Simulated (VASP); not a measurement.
# PbS (zincblende type) (F-43m) in VASP: further runs

The runs below take PbS (zincblende type) through single point, with PBEsol.

All numbers are computed with VASP 6.6.1; they aren't measurements. Logs are shortened: lines on timing, memory, paths and dates and some standing lists are left out, and cuts for length are marked.

## (1) The cell of the first run

Symmetry: F-43m, No. 216, cubic system. Conventional cell: a = 5.361 Å, b = 5.361 Å, c = 5.361 Å, α = 90.00°, β = 90.00°, γ = 90.00°. Within 3.1 Å of Pb (site symmetry -43m) lie 4 S at 2.32 Å. S (site symmetry -43m) has 4 Pb at 2.32 Å within 3.1 Å.

## (2) Single point, PBEsol (19.26 Å³/atom)

The input, INCAR:

```
ALGO = Normal
EDIFF = 1E-7
ENCUT = 520
GGA = PS
ISIF = 2
ISMEAR = -1
LASPH = True
LCHARG = True
LELF = True
LREAL = False
LVHAR = True
LWAVE = False
NBANDS = 17
NELM = 60
PREC = Accurate
SIGMA = 0.05
```

The input, KPOINTS:

```
k-points
0
Gamma
  12 12 12
```

The input, POSCAR:

```
PbS
1.0
    0.0000000000      2.6803846315      2.6803846315
    2.6803846315      0.0000000000      2.6803846315
    2.6803846315      2.6803846315      0.0000000000
Pb S
1 1
Direct
    0.0000000000      0.0000000000      0.0000000000
    0.2500000000      0.2500000000      0.2500000000
```

Potentials or basis: VASP PAW PBE potentials, release 64 (Pb_d, S).

On the command line:

```sh
$ cat potpaw_PBE.64/Pb_d/POTCAR potpaw_PBE.64/S/POTCAR > POTCAR
$ mpirun -np 1 vasp_std > vasp.out
```

OUTCAR:

```text
EDIFF = 1E-7
   ENCUT = 520
   GGA = PS
   ISIF = 2
   ISMEAR = -1
   LASPH = True
   LREAL = False
   NELM = 60
   PREC = Accurate

 ion  position               nearest neighbor table
   1  0.000  0.000  0.000-   2 2.32   2 2.32   2 2.32   2 2.32
   2  0.250  0.250  0.250-   1 2.32   1 2.32   1 2.32   1 2.32

  LATTYP: Found a face centered cubic cell.
 ALAT       =     5.3607692630

  Lattice vectors:

 A1 = (   0.0000000000,   2.6803846315,   2.6803846315)
 A2 = (   2.6803846315,   0.0000000000,   2.6803846315)
 A3 = (   2.6803846315,   2.6803846315,   0.0000000000)

Analysis of symmetry for initial positions (statically):
=====================================================================
 Subroutine PRICEL returns:
 Original cell was already a primitive cell.

 Routine SETGRP: Setting up the symmetry group for a
 face centered cubic supercell.

 Subroutine GETGRP returns: Found 24 space group operations
 (whereof 24 operations were pure point group operations)
 out of a pool of 48 trial point group operations.

The static configuration has the point symmetry T_d .

Analysis of symmetry for dynamics (positions and initial velocities):
=====================================================================
 Subroutine PRICEL returns:
 Original cell was already a primitive cell.

 Routine SETGRP: Setting up the symmetry group for a
 face centered cubic supercell.

 Subroutine GETGRP returns: Found 24 space group operations
 (whereof 24 operations were pure point group operations)
 out of a pool of 48 trial point group operations.

The dynamic configuration has the point symmetry T_d .

 Subroutine INISYM returns: Found 24 space group operations
 (whereof 24 operations are pure point group operations),
 and found     1 'primitive' translations

----------------------------------------------------------------------------------------

                                     Primitive cell

  volume of cell :      38.5142

  direct lattice vectors                    reciprocal lattice vectors
     0.000000000  2.680384631  2.680384631    -0.186540392  0.186540392  0.186540392
     2.680384631  0.000000000  2.680384631     0.186540392 -0.186540392  0.186540392
     2.680384631  2.680384631  0.000000000     0.186540392  0.186540392 -0.186540392

  length of vectors
     3.790636298  3.790636298  3.790636298     0.323097437  0.323097437  0.323097437

  position of ions in fractional coordinates (direct lattice)
     0.000000000  0.000000000  0.000000000
[... 77 lines left out ...]
   NELM   =     60;   NELMIN=  2; NELMDL= -5     # of ELM steps
   EDIFF  = 0.1E-06   stopping-criterion for ELM
   LREAL  =      F    real-space projection
   EDIFFG = 0.1E-05   stopping-criterion for IOM
   NSW    =      0    number of steps for IOM
   IBRION =     -1    ionic relax: 0-MD 1-quasi-New 2-CG
   NFREE  =      0    steps in history (QN), initial steepest desc. (CG)
   ISIF   =      2    stress and relaxation
   ISYM   =      2    0-nonsym 1-usesym 2-fastsym
   POTIM  = 0.5000    time-step for ionic-motion
   TEBEG  =    0.0;   TEEND  =   0.0 temperature during run
   PSTRESS=    0.0 pullay stress
   NELECT =      20.0000    total number of electrons
   NUPDOWN=      -1.0000    fix difference up-down
   EMIN   =  10.00;   EMAX   =-10.00  energy-range for DOS
   EFERMI =   0.00;   METHOD = LEGACY
   ISMEAR =    -1;   SIGMA  =   0.05  broadening in eV -4-tet -1-fermi 0-gaus
   EFERMI_NEDOS =   21; number of points for ismear=-14 and -15
   IALGO  =     38    algorithm
   IMIX   =      4    mixing-type and parameters
     AMIX     =   0.40;   BMIX     =  1.00
     AMIX_MAG =   1.60;   BMIX_MAG =  1.00
  volume/ion in A,a.u.               =      19.26       129.95
  Fermi-wavevector in a.u.,A,eV,Ry     =   1.315864  2.486623 23.558466  1.731498
  Thomas-Fermi vector in A             =   2.446017
   LORBIT       =      0    0 simple, 1 ext, 2 COOP (PROOUT), +10 PAW based schemes
   GGA     = PS    functional components
   LHFCALC =     F    Hartree Fock is set to
   AEXX    =    0.0000 exact exchange contribution
   IVDW    =     0    specifies the selected vdW correction
   LEPSILON=     F    determine dielectric tensor
   LRPA    =     F    only Hartree local field effects (RPA)
 non-spin polarized calculation
  energy-cutoff  :      520.00
  volume of cell :       38.51
 maximum number of plane-waves:      1056
   NGX = 15   NGY = 15   NGZ = 15

 number of electron      19.9999999 magnetization

 Free energy of the ion-electron system (eV)
  ---------------------------------------------------
  ext. energy  EPLUGINS =         0.00000000
  ---------------------------------------------------
  free energy    TOTEN  =        -4.57414151 eV

  energy without entropy =       -4.56879217  energy(sigma->0) =       -4.57146684

 E-fermi :  10.5469     XC(G=0): -11.1964

 val. band max:       10.5230048337   @ k =   0.3333   0.2500   0.0833
 cond. band min:      10.5628051912   @ k =   0.2500   0.1667   0.0000
 fundamental gap:      0.0398003575
 Fermi energy:        10.5468820850

 k-point     1 :       0.0000    0.0000    0.0000
  band No.  band energies     occupation
      1      -7.9900      2.00000
      2      -7.9900      2.00000
      3      -7.9900      2.00000
      4      -7.9024      2.00000
      5      -7.5315      2.00000
      6      -7.5315      2.00000
[... 457 lines left out ...]
      4      -7.5272      2.00000
      5      -7.5008      2.00000
      6      -4.5847      2.00000
[... 9 lines left out ...]
     16      19.5867      0.00000
     17      21.6283      0.00000

 [... further k-points ...]

------------------------ aborting loop because EDIFF is reached ----------------------------------------

  FORCE on cell =-STRESS in cart. coord.  units (eV):
  Direction    XX          YY          ZZ          XY          YZ          ZX
  --------------------------------------------------------------------------------------
  -------------------------------------------------------------------------------------
  Total       17.0668250     17.0668250     17.0668250     -0.0000000     -0.0000000      0.0000000
  in kB      709.9732167    709.9732167    709.9732167     -0.0000000     -0.0000000      0.0000000
  external PRESSURE =     709.9732167 kB  Pullay stress =       0.0000000 kB

 VOLUME and BASIS-vectors are now :
 -----------------------------------------------------------------------------
  energy-cutoff  :      520.00
  volume of cell :       38.51
      direct lattice vectors                 reciprocal lattice vectors
     0.000000000  2.680384631  2.680384631    -0.186540392  0.186540392  0.186540392
     2.680384631  0.000000000  2.680384631     0.186540392 -0.186540392  0.186540392
     2.680384631  2.680384631  0.000000000     0.186540392  0.186540392 -0.186540392

 POSITION                                       TOTAL-FORCE (eV/Angst)
 -----------------------------------------------------------------------------------
      0.00000      0.00000      0.00000        -0.000000     -0.000000     -0.000000
      1.34019      1.34019      1.34019         0.000000      0.000000      0.000000
 -----------------------------------------------------------------------------------
    total drift:                                0.000001      0.000001      0.000001

  FREE ENERGIE OF THE ION-ELECTRON SYSTEM (eV)
  ---------------------------------------------------
  free  energy   TOTEN  =        -4.5741415117 eV

  energy  without entropy=       -4.5687921668  energy(sigma->0) =       -4.57146684
```

OSZICAR:

```text
N       E                     dE             d eps       ncg     rms          rms(c)
DAV:   1     0.168219355693E+03    0.16822E+03   -0.99980E+03  2449   0.136E+03
DAV:   2     0.668545741168E+01   -0.16153E+03   -0.15589E+03  2594   0.338E+02
DAV:   3    -0.467348478515E+01   -0.11359E+02   -0.11160E+02  3217   0.951E+01
DAV:   4    -0.495439017886E+01   -0.28091E+00   -0.28057E+00  3194   0.149E+01
DAV:   5    -0.496340946561E+01   -0.90193E-02   -0.90184E-02  3572   0.276E+00    0.227E+01
DAV:   6    -0.460768289638E+01    0.35573E+00   -0.65391E-01  3853   0.106E+01    0.138E+01
DAV:   7    -0.458194175956E+01    0.25741E-01   -0.25762E-01  3530   0.454E+00    0.113E+00
DAV:   8    -0.457415301008E+01    0.77887E-02   -0.47998E-02  3637   0.254E+00    0.114E+00
DAV:   9    -0.457419930093E+01   -0.46291E-04   -0.32489E-03  2767   0.384E-01    0.269E-01
DAV:  10    -0.457414312087E+01    0.56180E-04   -0.22622E-04  3797   0.204E-01    0.306E-02
DAV:  11    -0.457414250741E+01    0.61347E-06   -0.22516E-05  2996   0.326E-02    0.425E-02
DAV:  12    -0.457414157100E+01    0.93641E-06   -0.93858E-07  3376   0.119E-02    0.179E-02
DAV:  13    -0.457414151169E+01    0.59311E-07   -0.12486E-07  1732   0.553E-03
   1 F= -.45741415E+01 E0= -.45714668E+01  d E =-.534934E-02
```

stdout:

```text
POSCAR found type information on POSCAR PbS
 POSCAR found :  2 types and       2 ions
 scaLAPACK will be used
 -----------------------------------------------------------------------------
|                                                                             |
|                                                                             |
|     You enforced a specific xc type in the INCAR file but a different       |
|     I HOPE YOU KNOW WHAT YOU ARE DOING!                                     |
|                                                                             |
 -----------------------------------------------------------------------------

 LDA part: xc-table for (Slater+PW92), standard interpolation
 POSCAR, INCAR and KPOINTS ok, starting setup
 FFT: planning ... GRIDC
 FFT: planning ... GRID_SOFT
 FFT: planning ... GRID
 WAVECAR not read
 entering main loop
```

Run time: 78 s. Hardware: 1 thread of Intel Xeon 8259CL, shared host; peak memory 0.19 GiB.

What came out:

* Free energy: -4.5741 eV
* Pressure: 71.0 GPa
* Band gap on the k mesh: zero (bands 10 and 11 overlap by 1.76 eV)

Caveat: the cell stands under pressure; the PAW data sets were made with another functional, which shifts forces and pressure a little; spin-orbit coupling is left out, which moves the levels of the heavy elements.

## (3) Single point, PBEsol (22.41 Å³/atom)

This run uses another cell than the first one, of 22.41 Å³/atom.

The input, INCAR:

```
SYSTEM = PbS
ALGO     = Normal         ! electronic algorithm
EDIFF    = 1E-6           ! SCF threshold, eV
ENCUT    = 520            ! plane-wave cutoff, eV
GGA      = PS             ! functional
ISIF     = 2              ! what is computed and relaxed
ISMEAR   = -1             ! smearing method
LASPH    = .True.         ! aspherical terms in the spheres
LCHARG   = .False.        ! write CHGCAR
LREAL    = .False.        ! projectors in reciprocal space
LWAVE    = .False.        ! write WAVECAR
NBANDS   = 17             ! bands
NELM     = 100            ! most SCF steps
PREC     = Accurate       ! precision mode
SIGMA    = 0.05           ! smearing width, eV
```

The input, KPOINTS:

```
k-points
0
Gamma
  12 12 12
  0 0 0
```

The input, POSCAR:

```
PbS
1.0
    0.0000000000      2.8192670396      2.8192670396
    2.8192670396      0.0000000000      2.8192670396
    2.8192670396      2.8192670396      0.0000000000
Pb S
1 1
Direct
    0.0000000000      0.0000000000      0.0000000000
    0.2500000000      0.2500000000      0.2500000000
```

Potentials or basis: VASP PAW PBE potentials, release 64 (Pb_d, S).

On the command line:

```sh
$ cat potpaw_PBE.64/Pb_d/POTCAR potpaw_PBE.64/S/POTCAR > POTCAR
$ mpirun -np 1 vasp_std > vasp.out
```

OUTCAR:

```text
SYSTEM = PbS
   EDIFF = 1E-6
   ENCUT = 520
   GGA = PS
   ISIF = 2
   ISMEAR = -1
   LASPH = .True.
   LREAL = .False.
   NELM = 100
   PREC = Accurate

 ion  position               nearest neighbor table
   1  0.000  0.000  0.000-   2 2.44   2 2.44   2 2.44   2 2.44
   2  0.250  0.250  0.250-   1 2.44   1 2.44   1 2.44   1 2.44

  LATTYP: Found a face centered cubic cell.
 ALAT       =     5.6385340792

  Lattice vectors:

 A1 = (   0.0000000000,   2.8192670396,   2.8192670396)
 A2 = (   2.8192670396,   0.0000000000,   2.8192670396)
 A3 = (   2.8192670396,   2.8192670396,   0.0000000000)

Analysis of symmetry for initial positions (statically):
=====================================================================
 Subroutine PRICEL returns:
 Original cell was already a primitive cell.

 Routine SETGRP: Setting up the symmetry group for a
 face centered cubic supercell.

 Subroutine GETGRP returns: Found 24 space group operations
 (whereof 24 operations were pure point group operations)
 out of a pool of 48 trial point group operations.

The static configuration has the point symmetry T_d .

Analysis of symmetry for dynamics (positions and initial velocities):
=====================================================================
 Subroutine PRICEL returns:
 Original cell was already a primitive cell.

 Routine SETGRP: Setting up the symmetry group for a
 face centered cubic supercell.

 Subroutine GETGRP returns: Found 24 space group operations
 (whereof 24 operations were pure point group operations)
 out of a pool of 48 trial point group operations.

The dynamic configuration has the point symmetry T_d .

 Subroutine INISYM returns: Found 24 space group operations
 (whereof 24 operations are pure point group operations),
 and found     1 'primitive' translations

[... 111 lines left out ...]
   IALGO  =     38    algorithm
   IMIX   =      4    mixing-type and parameters
     AMIX     =   0.40;   BMIX     =  1.00
     AMIX_MAG =   1.60;   BMIX_MAG =  1.00
  volume/ion in A,a.u.               =      22.41       151.22
  Fermi-wavevector in a.u.,A,eV,Ry     =   1.251042  2.364127 21.294567  1.565107
  Thomas-Fermi vector in A             =   2.385008
   LORBIT       =      0    0 simple, 1 ext, 2 COOP (PROOUT), +10 PAW based schemes
   GGA     = PS    functional components
   LHFCALC =     F    Hartree Fock is set to
   AEXX    =    0.0000 exact exchange contribution
   IVDW    =     0    specifies the selected vdW correction
   LEPSILON=     F    determine dielectric tensor
   LRPA    =     F    only Hartree local field effects (RPA)
 non-spin polarized calculation
  energy-cutoff  :      520.00
  volume of cell :       44.82
 maximum number of plane-waves:      1243
 NGX is ok and might be reduce to    30
   NGX = 15   NGY = 15   NGZ = 15

 number of electron      20.0000004 magnetization

 Free energy of the ion-electron system (eV)
  ---------------------------------------------------
  ext. energy  EPLUGINS =         0.00000000
  ---------------------------------------------------
  free energy    TOTEN  =        -6.69857327 eV

  energy without entropy =       -6.69267779  energy(sigma->0) =       -6.69562553

 E-fermi :   8.2231     XC(G=0): -10.3945

 val. band max:        8.1973765021   @ k =   0.2500   0.2500   0.0000
 cond. band min:       8.2421381100   @ k =  -0.4167   0.4167   0.1667
 fundamental gap:      0.0447616079
 Fermi energy:         8.2231482419

 k-point     1 :       0.0000    0.0000    0.0000
  band No.  band energies     occupation
      1      -9.4725      2.00000
      2      -9.4725      2.00000
      3      -9.4725      2.00000
      4      -9.1909      2.00000
      5      -9.1909      2.00000
      6      -8.4659      2.00000
[... 457 lines left out ...]
      4      -9.1864      2.00000
      5      -9.1719      2.00000
      6      -6.0478      2.00000
[... 9 lines left out ...]
     16      17.1227      0.00000
     17      18.7262      0.00000

 [... further k-points ...]

------------------------ aborting loop because EDIFF is reached ----------------------------------------

  FORCE on cell =-STRESS in cart. coord.  units (eV):
  Direction    XX          YY          ZZ          XY          YZ          ZX
  --------------------------------------------------------------------------------------
  -------------------------------------------------------------------------------------
  Total       11.1673337     11.1673337     11.1673337     -0.0000000      0.0000000      0.0000000
  in kB      399.2284096    399.2284096    399.2284096     -0.0000000      0.0000000      0.0000000
  external PRESSURE =     399.2284096 kB  Pullay stress =       0.0000000 kB

 VOLUME and BASIS-vectors are now :
 -----------------------------------------------------------------------------
  energy-cutoff  :      520.00
  volume of cell :       44.82
      direct lattice vectors                 reciprocal lattice vectors
     0.000000000  2.819267040  2.819267040    -0.177351061  0.177351061  0.177351061
     2.819267040  0.000000000  2.819267040     0.177351061 -0.177351061  0.177351061
     2.819267040  2.819267040  0.000000000     0.177351061  0.177351061 -0.177351061

 POSITION                                       TOTAL-FORCE (eV/Angst)
 -----------------------------------------------------------------------------------
      0.00000      0.00000      0.00000         0.000000      0.000000      0.000000
      1.40963      1.40963      1.40963        -0.000000     -0.000000     -0.000000
 -----------------------------------------------------------------------------------
    total drift:                               -0.000000     -0.000000     -0.000000

  FREE ENERGIE OF THE ION-ELECTRON SYSTEM (eV)
  ---------------------------------------------------
  free  energy   TOTEN  =        -6.6985732716 eV

  energy  without entropy=       -6.6926777917  energy(sigma->0) =       -6.69562553
```

stdout:

```text
POSCAR found type information on POSCAR PbS
 POSCAR found :  2 types and       2 ions
 scaLAPACK will be used
 -----------------------------------------------------------------------------
|                                                                             |
|                                                                             |
|     You enforced a specific xc type in the INCAR file but a different       |
|     I HOPE YOU KNOW WHAT YOU ARE DOING!                                     |
|                                                                             |
 -----------------------------------------------------------------------------

 LDA part: xc-table for (Slater+PW92), standard interpolation
 POSCAR, INCAR and KPOINTS ok, starting setup
 FFT: planning ... GRIDC
 FFT: planning ... GRID_SOFT
 FFT: planning ... GRID
 WAVECAR not read
 entering main loop
```

It took 87 s on 1 thread of Intel Xeon 8259CL, shared host; peak memory 0.2 GiB.

Results:

```
Free energy            : -6.6986 eV
Pressure               : 39.9 GPa
Band gap on the k mesh : zero (bands 10 and 11 overlap by 1.17 eV)
```

Levels at points of the mesh, in eV from the Fermi level:
```
           k point  band 7  band 8  band 9  band 10  band 11  band 12  band 13  band 14
(0.00, 0.00, 0.00)   -4.60   -3.30   -3.30    -3.30     1.84     1.84     1.84     5.68
(0.50, 0.00, 0.00)  -10.16   -4.34   -4.34    -2.52     2.80     2.80     4.23     6.79
(0.50, 0.50, 0.00)  -10.60   -5.73   -5.73    -0.86    -0.72     5.99     7.09     7.09
```

Caveat: the cell stands under pressure; the PAW data sets were made with another functional, which shifts forces and pressure a little; spin-orbit coupling is left out, which moves the levels of the heavy elements.
